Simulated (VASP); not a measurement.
# SiC (P6_3mc) in VASP: single point with PBE

Aim: the single point of SiC with PBE.

Program: VASP 6.6.1. These are calculated values, not measurements. Logs are shortened: lines on timing, memory, paths and dates and some standing lists are left out, and cuts for length are marked.

## Step 1: The cell of the first run

Symmetry: P6_3mc, No. 186, hexagonal system. The conventional cell has a = 3.076 Å, b = 3.076 Å, c = 10.071 Å, α = 90.00°, β = 90.00°, γ = 120.00°. Si (site symmetry 3m) has 4 C at 1.88 to 1.89 Å within 2.5 Å. Within 2.5 Å of Si (site symmetry 3m) lie 4 C at 1.88 to 1.89 Å. Within 2.5 Å of C (site symmetry 3m) lie 4 Si at 1.88 to 1.89 Å. Within 2.5 Å of C (site symmetry 3m) lie 4 Si at 1.88 to 1.89 Å.

## Step 2: Single point, PBE

Contents of INCAR:

```
  ALGO = Normal
  EDIFF = 1E-6
  ENCUT = 520
  GGA = PE
  ISIF = 2
  ISMEAR = 0
  LASPH = T
  LCHARG = F
  LREAL = F
  LWAVE = F
  NBANDS = 26
  NELM = 60
  PREC = Accurate
  SIGMA = 0.01
```

Contents of KPOINTS:

```
k-points
0
Gamma
  6 6 2
```

Contents of POSCAR:

```
SiC
1.0
    3.0756941500      0.0000000000      0.0000000000
   -1.5378470700      2.6636292700      0.0000000000
    0.0000000000      0.0000000000     10.0706464800
Si C
4 4
Direct
    0.6666666685      0.3333333283      0.9378419795
    0.3333333264      0.6666666679      0.4378419795
    0.0000000000      0.0000000000      0.6878943803
    0.0000000000      0.0000000000      0.1878943803
    0.6666666685      0.3333333283      0.7498025896
    0.3333333264      0.6666666679      0.2498025896
    0.0000000000      0.0000000000      0.5004600499
    0.0000000000      0.0000000000      0.0004600499
```

Potentials or basis: VASP PAW PBE potentials, release 64 (Si, C).

Launch:

```sh
$ cat potpaw_PBE.64/Si/POTCAR potpaw_PBE.64/C/POTCAR > POTCAR
$ mpirun -np 1 vasp_std > vasp.out
```

OUTCAR:

```text
EDIFF = 1E-6
   ENCUT = 520
   GGA = PE
   ISIF = 2
   ISMEAR = 0
   LASPH = T
   LREAL = F
   NELM = 60
   PREC = Accurate

 ion  position               nearest neighbor table
   1  0.667  0.333  0.938-   8 1.88   8 1.88   8 1.88   5 1.89   3 3.08   3 3.08   3 3.08   4 3.08
                             4 3.08   4 3.08
   2  0.333  0.667  0.438-   7 1.88   7 1.88   7 1.88   6 1.89   4 3.08   4 3.08   4 3.08   3 3.08
                             3 3.08   3 3.08
   3  0.000  0.000  0.688-   5 1.88   5 1.88   5 1.88   7 1.89   1 3.08   1 3.08   1 3.08   2 3.08
                             2 3.08   2 3.08
   4  0.000  0.000  0.188-   6 1.88   6 1.88   6 1.88   8 1.89   2 3.08   2 3.08   2 3.08   1 3.08
                             1 3.08   1 3.08
   5  0.667  0.333  0.750-   3 1.88   3 1.88   3 1.88   1 1.89
   6  0.333  0.667  0.250-   4 1.88   4 1.88   4 1.88   2 1.89
   7  0.000  0.000  0.500-   2 1.88   2 1.88   2 1.88   3 1.89
   8  0.000  0.000  0.000-   1 1.88   1 1.88   1 1.88   4 1.89

  LATTYP: Found a hexagonal cell.
 ALAT       =     3.0756941500
 C/A-ratio  =     3.2742678527

  Lattice vectors:

 A1 = (   3.0756941500,   0.0000000000,   0.0000000000)
 A2 = (  -1.5378470700,   2.6636292700,   0.0000000000)
 A3 = (   0.0000000000,   0.0000000000,  10.0706464800)

Analysis of symmetry for initial positions (statically):
=====================================================================
 Subroutine PRICEL returns:
 Original cell was already a primitive cell.

 Routine SETGRP: Setting up the symmetry group for a
 hexagonal supercell.

 Subroutine GETGRP returns: Found 12 space group operations
 (whereof  6 operations were pure point group operations)
 out of a pool of 24 trial point group operations.

The static configuration has the point symmetry C_3v.
 The point group associated with its full space group is C_6v.

Analysis of symmetry for dynamics (positions and initial velocities):
=====================================================================
 Subroutine PRICEL returns:
 Original cell was already a primitive cell.

 Routine SETGRP: Setting up the symmetry group for a
 hexagonal supercell.

 Subroutine GETGRP returns: Found 12 space group operations
 (whereof  6 operations were pure point group operations)
 out of a pool of 24 trial point group operations.

The dynamic configuration has the point symmetry C_3v.
 The point group associated with its full space group is C_6v.

 Subroutine INISYM returns: Found 12 space group operations
 (whereof  6 operations are pure point group operations),
 and found     1 'primitive' translations

----------------------------------------------------------------------------------------

                                     Primitive cell

  volume of cell :      82.5039

  direct lattice vectors                    reciprocal lattice vectors
     3.075694150  0.000000000  0.000000000     0.325129857  0.187713810  0.000000000
    -1.537847070  2.663629270  0.000000000     0.000000000  0.375427621  0.000000000
     0.000000000  0.000000000 10.070646480     0.000000000  0.000000000  0.099298491

  length of vectors
     3.075694150  3.075694149 10.070646480     0.375427621  0.375427621  0.099298491

  position of ions in fractional coordinates (direct lattice)
     0.666666668  0.333333328  0.937841980
     0.333333326  0.666666668  0.437841980
     0.000000000  0.000000000  0.687894380
     0.000000000  0.000000000  0.187894380
     0.666666668  0.333333328  0.749802590
     0.333333326  0.666666668  0.249802590
     0.000000000  0.000000000  0.500460050
     0.000000000  0.000000000  0.000460050

  ion indices of the primitive-cell ions
   primitive index   ion index
                 1           1
                 2           2
                 3           3
                 4           4
                 5           5
                 6           6
                 7           7
                 8           8

----------------------------------------------------------------------------------------

 KPOINTS: k-points

Automatic generation of k-mesh.
 Grid dimensions read from file:
 generate k-points for:    6    6    2

 Generating k-lattice:

  Cartesian coordinates                     Fractional coordinates (reciprocal lattice)
     0.054188310  0.031285635  0.000000000     0.166666667  0.000000000  0.000000000
     0.000000000  0.062571270  0.000000000     0.000000000  0.166666667  0.000000000
     0.000000000  0.000000000  0.049649246     0.000000000  0.000000000  0.500000000

  Length of vectors
     0.062571270  0.062571270  0.049649246

  Shift w.r.t. Gamma in fractional coordinates (k-lattice)
     0.000000000  0.000000000  0.000000000

 Subroutine IBZKPT returns following result:
 ===========================================

 Found     14 irreducible k-points:

 Following reciprocal coordinates:
            Coordinates               Weight
  0.000000  0.000000  0.000000      1.000000
  0.166667  0.000000  0.000000      6.000000
  0.333333  0.000000  0.000000      6.000000
  0.500000  0.000000  0.000000      3.000000
  0.166667  0.166667  0.000000      6.000000
  0.333333  0.166667  0.000000     12.000000
  0.333333  0.333333  0.000000      2.000000
  0.000000  0.000000  0.500000      1.000000
  0.166667  0.000000  0.500000      6.000000
  0.333333  0.000000  0.500000      6.000000
  0.500000  0.000000  0.500000      3.000000
  0.166667  0.166667  0.500000      6.000000
  0.333333  0.166667  0.500000     12.000000
  0.333333  0.333333  0.500000      2.000000
   k-points           NKPTS =     14   k-points in BZ     NKDIM =     14   number of bands    NBANDS=     26
   number of dos      NEDOS =    301   number of ions     NIONS =      8
   total plane-waves  NPLWV =  46080
   dimension x,y,z NGX =    24 NGY =   24 NGZ =   80
   dimension x,y,z NGXF=    48 NGYF=   48 NGZF=  160
   ions per type =               4   4
   NGX,Y,Z   is equivalent  to a cutoff of  12.97, 12.97, 13.21 a.u.
   NGXF,Y,Z  is equivalent  to a cutoff of  25.94, 25.94, 26.41 a.u.
 SYSTEM =  unknown system
   PREC   = accura    normal or accurate (medium, high low for compatibility)
   ISTART =      0    job   : 0-new  1-cont  2-samecut
   ICHARG =      2    charge: 1-file 2-atom 10-const
   ISPIN  =      1    spin polarized calculation?
   LNONCOLLINEAR =      F non collinear calculations
   LSORBIT =      F    spin-orbit coupling
   LASPH  =      T    aspherical Exc in radial PAW
   ENCUT  =  520.0 eV  38.22 Ry    6.18 a.u.   5.72  5.72 18.72*2*pi/ulx,y,z
   NELM   =     60;   NELMIN=  2; NELMDL= -5     # of ELM steps
   EDIFF  = 0.1E-05   stopping-criterion for ELM
   LREAL  =      F    real-space projection
   EDIFFG = 0.1E-04   stopping-criterion for IOM
   NSW    =      0    number of steps for IOM
   IBRION =     -1    ionic relax: 0-MD 1-quasi-New 2-CG
   NFREE  =      0    steps in history (QN), initial steepest desc. (CG)
   ISIF   =      2    stress and relaxation
   ISYM   =      2    0-nonsym 1-usesym 2-fastsym
   POTIM  = 0.5000    time-step for ionic-motion
   TEBEG  =    0.0;   TEEND  =   0.0 temperature during run
   PSTRESS=    0.0 pullay stress
   NELECT =      32.0000    total number of electrons
   NUPDOWN=      -1.0000    fix difference up-down
   EMIN   =  10.00;   EMAX   =-10.00  energy-range for DOS
   EFERMI =   0.00;   METHOD = LEGACY
   ISMEAR =     0;   SIGMA  =   0.01  broadening in eV -4-tet -1-fermi 0-gaus
   EFERMI_NEDOS =   21; number of points for ismear=-14 and -15
   IALGO  =     38    algorithm
   IMIX   =      4    mixing-type and parameters
     AMIX     =   0.40;   BMIX     =  1.00
     AMIX_MAG =   1.60;   BMIX_MAG =  1.00
  volume/ion in A,a.u.               =      10.31        69.60
  Fermi-wavevector in a.u.,A,eV,Ry     =   1.193897  2.256138 19.393597  1.425389
  Thomas-Fermi vector in A             =   2.329900
   LORBIT       =      0    0 simple, 1 ext, 2 COOP (PROOUT), +10 PAW based schemes
   GGA     = PE    functional components
   LHFCALC =     F    Hartree Fock is set to
   AEXX    =    0.0000 exact exchange contribution
   IVDW    =     0    specifies the selected vdW correction
   LEPSILON=     F    determine dielectric tensor
   LRPA    =     F    only Hartree local field effects (RPA)
 non-spin polarized calculation
 Gauss-broadening in eV      SIGMA  =   0.01
  energy-cutoff  :      520.00
  volume of cell :       82.50
 maximum number of plane-waves:      2248
 NGX is ok and might be reduce to    24
   NGX = 11   NGY = 11   NGZ = 37

 number of electron      32.0000000 magnetization

 Free energy of the ion-electron system (eV)
  ---------------------------------------------------
  ext. energy  EPLUGINS =         0.00000000
  ---------------------------------------------------
  free energy    TOTEN  =       -60.20889809 eV

  energy without entropy =      -60.20889809  energy(sigma->0) =      -60.20889809

 E-fermi :   8.3076     XC(G=0): -11.3662

 val. band max:        8.2148488936   @ k =   0.0000   0.0000   0.0000
 cond. band min:      10.4374827759   @ k =   0.5000   0.0000   0.0000
 fundamental gap:      2.2226338823
 Fermi energy:         8.3075964161

 k-point     1 :       0.0000    0.0000    0.0000
  band No.  band energies     occupation
      1      -7.2932      2.00000
      2      -6.1133      2.00000
      3      -6.0765      2.00000
      4      -3.7158      2.00000
      5      -0.4153      2.00000
      6       3.8261      2.00000
[... 18 lines left out ...]
     25      15.6259      0.00000
     26      16.2844      0.00000

 k-point     2 :       0.1667    0.0000    0.0000
  band No.  band energies     occupation
      1      -6.8125      2.00000
      2      -5.6498      2.00000
      3      -5.6106      2.00000
      4      -3.3165      2.00000
      5       0.0194      2.00000
      6       3.8431      2.00000
[... 18 lines left out ...]
     25      16.2696      0.00000
     26      16.4047      0.00000

 k-point     3 :       0.3333    0.0000    0.0000
  band No.  band energies     occupation
      1      -5.4339      2.00000
      2      -4.3561      2.00000
      3      -4.3030      2.00000
      4      -2.3724      2.00000
      5       0.8389      2.00000
      6       1.5531      2.00000
[... 18 lines left out ...]
     25      16.9304      0.00000
     26      17.2395      0.00000

 k-point     4 :       0.5000    0.0000    0.0000
  band No.  band energies     occupation
      1      -3.8646      2.00000
      2      -3.3277      2.00000
      3      -3.0762      2.00000
      4      -2.3418      2.00000
      5      -0.3427      2.00000
      6      -0.0404      2.00000
[... 18 lines left out ...]
     25      16.9823      0.00000
     26      18.4245      0.00000

 k-point     5 :       0.1667    0.1667    0.0000
  band No.  band energies     occupation
      1      -5.8785      2.00000
      2      -4.7628      2.00000
      3      -4.7166      2.00000
      4      -2.6166      2.00000
      5       0.7660      2.00000
      6       2.7687      2.00000
[... 18 lines left out ...]
     25      16.3720      0.00000
     26      16.7554      0.00000

 k-point     6 :       0.3333    0.1667    0.0000
  band No.  band energies     occupation
      1      -4.2011      2.00000
      2      -3.3203      2.00000
      3      -3.2406      2.00000
      4      -2.1030      2.00000
      5       0.4510      2.00000
      6       0.7533      2.00000
[... 137 lines left out ...]
 k-point    11 :       0.5000    0.0000    0.5000
  band No.  band energies     occupation
      1      -3.6803      2.00000
      2      -3.6803      2.00000
      3      -2.6604      2.00000
      4      -2.6604      2.00000
      5       0.1305      2.00000
      6       0.1305      2.00000
[... 18 lines left out ...]
     25      16.3721      0.00000
     26      16.3721      0.00000

 k-point    12 :       0.1667    0.1667    0.5000
  band No.  band energies     occupation
      1      -5.5865      2.00000
      2      -5.5865      2.00000
      3      -3.4884      2.00000
      4      -3.4884      2.00000
      5       1.7192      2.00000
      6       1.7192      2.00000
[... 18 lines left out ...]
     25      16.9038      0.00000
     26      16.9039      0.00000

 k-point    13 :       0.3333    0.1667    0.5000
  band No.  band energies     occupation
      1      -3.9543      2.00000
      2      -3.9543      2.00000
      3      -2.4716      2.00000
      4      -2.4716      2.00000
      5       0.5318      2.00000
      6       0.5318      2.00000
[... 18 lines left out ...]
     25      16.9869      0.00000
     26      16.9869      0.00000

 k-point    14 :       0.3333    0.3333    0.5000
  band No.  band energies     occupation
      1      -2.6817      2.00000
      2      -2.6817      2.00000
      3      -2.6048      2.00000
      4      -2.6048      2.00000
      5       0.8402      2.00000
      6       0.8402      2.00000
[... 18 lines left out ...]
     25      18.5145      0.00000
     26      18.5167      0.00000

------------------------ aborting loop because EDIFF is reached ----------------------------------------

  FORCE on cell =-STRESS in cart. coord.  units (eV):
  Direction    XX          YY          ZZ          XY          YZ          ZX
  --------------------------------------------------------------------------------------
  -------------------------------------------------------------------------------------
  Total        2.0407423      2.0407423      1.9054133      0.0000000      0.0000000     -0.0000000
  in kB       39.6300374     39.6300375     37.0020249      0.0000001      0.0000000     -0.0000000
  external PRESSURE =      38.7540333 kB  Pullay stress =       0.0000000 kB

 VOLUME and BASIS-vectors are now :
 -----------------------------------------------------------------------------
  energy-cutoff  :      520.00
  volume of cell :       82.50
      direct lattice vectors                 reciprocal lattice vectors
     3.075694150  0.000000000  0.000000000     0.325129857  0.187713810  0.000000000
    -1.537847070  2.663629270  0.000000000     0.000000000  0.375427621  0.000000000
     0.000000000  0.000000000 10.070646480     0.000000000  0.000000000  0.099298491

 POSITION                                       TOTAL-FORCE (eV/Angst)
 -----------------------------------------------------------------------------------
      1.53785      0.88788      9.44468         0.000000     -0.000000      0.001573
     -0.00000      1.77575      4.40935         0.000000      0.000000      0.001573
      0.00000      0.00000      6.92754        -0.000000      0.000000      0.005617
      0.00000      0.00000      1.89222         0.000000      0.000000      0.005617
      1.53785      0.88788      7.55100         0.000000     -0.000000     -0.001465
     -0.00000      1.77575      2.51567        -0.000000      0.000000     -0.001465
      0.00000      0.00000      5.03996        -0.000000      0.000000     -0.005725
      0.00000      0.00000      0.00463         0.000000      0.000000     -0.005725
 -----------------------------------------------------------------------------------
    total drift:                                0.000003      0.000003      0.000079

  FREE ENERGIE OF THE ION-ELECTRON SYSTEM (eV)
  ---------------------------------------------------
  free  energy   TOTEN  =       -60.2088980931 eV

  energy  without entropy=      -60.2088980931  energy(sigma->0) =      -60.20889809
```

Run time: 19 s. Hardware: 1 thread of Intel Xeon Platinum 8488C (Sapphire Rapids), shared host; peak memory 0.19 GiB.

Results:

* Free energy: -60.2089 eV
* Pressure: 3.9 GPa
* Largest force: 0.006 eV/Å
* Band gap on the k mesh: 2.22 eV, indirect (least direct gap 3.35 eV)

Forces on the atoms (eV/Å):
```
Si   0.000  0.000  0.002
Si   0.000  0.000  0.002
Si   0.000  0.000  0.006
Si   0.000  0.000  0.006
C    0.000  0.000 -0.001
C    0.000  0.000 -0.001
C    0.000  0.000 -0.006
C    0.000  0.000 -0.006
```

Stress tensor (GPa, compression positive):
```
3.96 0.00 0.00
0.00 3.96 0.00
0.00 0.00 3.70
```

Levels at points of the mesh, in eV from the valence-band top:
```
           k point  band 14  band 15  band 16  band 17  band 18  band 19
(0.00, 0.00, 0.00)    -0.05     0.00     0.00     5.11     5.69     6.32
(0.50, 0.00, 0.00)    -2.22    -1.58    -1.12     2.22     2.35     4.23
(0.00, 0.00, 0.50)    -0.21    -0.21    -0.21     5.32     5.32     6.79
(0.50, 0.00, 0.50)    -2.50    -1.55    -1.55     2.64     2.64     4.21
```

A k mesh can miss the band edges. Expect the measured gap to be larger: semilocal functionals such as PBE lack the derivative discontinuity.
